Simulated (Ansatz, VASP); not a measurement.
Two plane-wave programs on ZrPb2O3

```xyz
6
Lattice="4.0684 0.0000 0.0000 -2.0342 3.5233 0.0000 0.0000 0.0000 9.1031" Properties=species:S:1:pos:R:3 pbc="T T T"
Zr    0.0000    0.0000    0.0000
Pb    0.0000    0.0000    2.9986
Pb    0.0000    0.0000    6.1045
O     2.0342    0.0000    4.5515
O    -1.0171    1.7617    4.5515
O     1.0171    1.7617    4.5515
```

Alike in both runs: functional PBE; k mesh 6 × 6 × 2; occupations gaussian, width 0.1 eV; no spin polarisation.

Ansatz relaxed the structure, and its values are those at the end. VASP's run is a single point on that final structure, the one shown.

|  | VASP | Ansatz |
| --- | --- | --- |
| version | VASP 6.6.1 | Ansatz 0.2.0 |
| potentials or method | VASP PAW PBE potentials, release 64 (Zr_sv, Pb_d, O), cutoff 520 eV | scalar-relativistic, plane waves, PAW |
| valence electrons in the cell | 58 | 58 |

Ansatz gave:

```
gap on the k mesh at the Fermi level (eV) : none
pressure (GPa)                            : 0.1
rms of the force components (eV/Å)        : 0.000
```

Task: Which values does VASP return?

Result: gap on the k mesh at the Fermi level (eV): none; pressure (GPa): 0.0; rms of the force components (eV/Å): 0.008.

A gap of «none» marks a metal or a gap that the smearing closes.

Neither program's run includes spin-orbit coupling.
